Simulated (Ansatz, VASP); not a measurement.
**CsPbBr3 in VASP and in Ansatz**

File INCAR:

```
SYSTEM = CsPbBr3
ALGO = Normal
EDIFF = 1E-6
ENCUT = 520
GGA = PE
ISIF = 2
ISMEAR = 0
LASPH = .TRUE.
LCHARG = .FALSE.
LREAL = .FALSE.
LWAVE = .FALSE.
NBANDS = 30
NELM = 80
PREC = Accurate
SIGMA = 0.02
```

KPOINTS

```
k-points
0
G
  6 6 6
  0 0 0
```

Contents of POSCAR:

```
CsPbBr3
1.0
    6.1204498874      0.0000000000      0.0000000000
    0.0000000000      6.1204498874      0.0000000000
    0.0000000000      0.0000000000      6.1204498874
Cs Pb Br
1 1 3
Direct
    0.0000000000      0.0000000000      0.0000000000
    0.5000000000      0.5000000000      0.5000000000
    0.0000000000      0.5000000000      0.5000000000
    0.5000000000      0.0000000000      0.5000000000
    0.5000000000      0.5000000000      0.0000000000
```

Input for Ansatz:

```yaml
crystal:
  lattice:
    - [6.1204498302, 0.0, 0.0]
    - [0.0, 6.1204498302, 0.0]
    - [0.0, 0.0, 6.1204498302]
  atoms:
    - { symbol: Cs, position: [0.0, 0.0, 0.0] }
    - { symbol: Pb, position: [0.5, 0.5, 0.5] }
    - { symbol: Br, position: [0.0, 0.5, 0.5] }
    - { symbol: Br, position: [0.5, 0.0, 0.5] }
    - { symbol: Br, position: [0.5, 0.5, 0.0] }
basis:
  ecutwfc: 420
kpoints:
  mp_grid: { grid: [6, 6, 6] }
hamiltonian:
  xc: pbe
scf:
  occupations: { method: gaussian, width: 0.02 }
output:
  forces: true
  stress: true
  eigenvalues: true
```

Alike in both runs: task single point; functional PBE; k mesh 6 × 6 × 6; occupations gaussian, width 0.02 eV; no spin polarisation.

```csv
,VASP,Ansatz
version,VASP 6.6.1,Ansatz 0.2.0
potentials or method,"VASP PAW PBE potentials, release 64 (Cs_sv, Pb_d, Br), cutoff 520 eV","scalar-relativistic, plane waves, PAW"
valence electrons in the cell,44,44
```

```csv
,VASP,Ansatz,Ansatz less VASP
gap on the k mesh at the Fermi level (eV),1.96,1.96,-0.005
least direct gap on the mesh (eV),1.96,1.96,-0.005
pressure (GPa),-1.0,-0.9,+0.01
```

With one functional, cell and mesh, what is left measures potentials, basis and numerics.

Neither program's run includes spin-orbit coupling.
